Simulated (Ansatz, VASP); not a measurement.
## Zn4Se3S in VASP and in Ansatz

POSCAR

```
Zn4Se3S
1.0
    5.5391472222      0.0000000000      0.0000000000
    0.0000000000      5.5391472222      0.0000000000
    0.0000000000      0.0000000000      5.5391472222
S Zn Se
1 4 3
Direct
    0.0000000000      0.0000000000      0.0000000000
    0.7564764079      0.7564764079      0.7564764079
    0.2435235921      0.2435235921      0.7564764079
    0.2435235921      0.7564764079      0.2435235921
    0.7564764079      0.2435235921      0.2435235921
    0.5000000000      0.5000000000      0.0000000000
    0.5000000000      0.0000000000      0.5000000000
    0.0000000000      0.5000000000      0.5000000000
```

The input INCAR.step1:

```
PREC = Accurate
ENCUT = 520
ISMEAR = 0
SIGMA = 0.01
LREAL = F
LASPH = T
NELM = 60
NBANDS = 46
GGA = PE
ALGO = Normal
EDIFF = 1E-4
LWAVE = T
LCHARG = F
```

The input INCAR.step2:

```
PREC = Accurate
ENCUT = 520
EDIFF = 1E-6
ISMEAR = 0
SIGMA = 0.01
LREAL = F
LASPH = T
NELM = 60
ALGO = Normal
ISIF = 2
LWAVE = F
LCHARG = F
METAGGA = R2SCAN
LMIXTAU = T
NBANDS = 46
ISTART = 1
```

Contents of KPOINTS:

```
Automatic mesh
0
Gamma
  4 4 4
```

Input for Ansatz:

```yaml
crystal:
  lattice:
    - [5.5391472222, 0.0, 0.0]
    - [0.0, 5.5391472222, 0.0]
    - [0.0, 0.0, 5.5391472222]
  atoms:
    - { symbol: S, position: [0.0, 0.0, 0.0] }
    - { symbol: Zn, position: [0.7564764079, 0.7564764079, 0.7564764079] }
    - { symbol: Se, position: [0.5, 0.5, 0.0] }
    - { symbol: Zn, position: [0.2435235921, 0.2435235921, 0.7564764079] }
    - { symbol: Se, position: [0.5, 0.0, 0.5] }
    - { symbol: Zn, position: [0.2435235921, 0.7564764079, 0.2435235921] }
    - { symbol: Se, position: [0.0, 0.5, 0.5] }
    - { symbol: Zn, position: [0.7564764079, 0.2435235921, 0.2435235921] }
kpoints:
  mp_grid: { grid: [4, 4, 4] }
hamiltonian:
  xc: r2scan
scf:
  occupations: { method: fixed }
  n_extra_bands: 6
output:
  forces: true
  stress: true
  eigenvalues: true
```

Alike in both runs: task single point; functional r2SCAN; k mesh 4 × 4 × 4; no spin polarisation.

|  | VASP | Ansatz |
| --- | --- | --- |
| version | VASP 6.6.1 | Ansatz 0.2.0 |
| potentials or method | VASP PAW PBE potentials, release 64 (S, Zn, Se) | plane waves, PAW |
| plane-wave cutoff (eV) | 520 | 500 |
| occupations | gaussian, width 0.01 eV | fixed |
| valence electrons in the cell | 72 | 102 |

|  | VASP | Ansatz | Ansatz less VASP |
| --- | --- | --- | --- |
| gap on the k mesh at the Fermi level (eV) | 2.15 | 2.15 | -0.007 |
| pressure (GPa) | 2.4 | 2.2 | -0.16 |
| rms of the force components (eV/Å) | 0.000 | 0.008 | +0.0081 |

VASP's potentials were made for PBE, not for r2SCAN. VASP's potentials hold 72 valence electrons a cell and Ansatz's 102, so a difference there can come from the potentials and not from the codes.
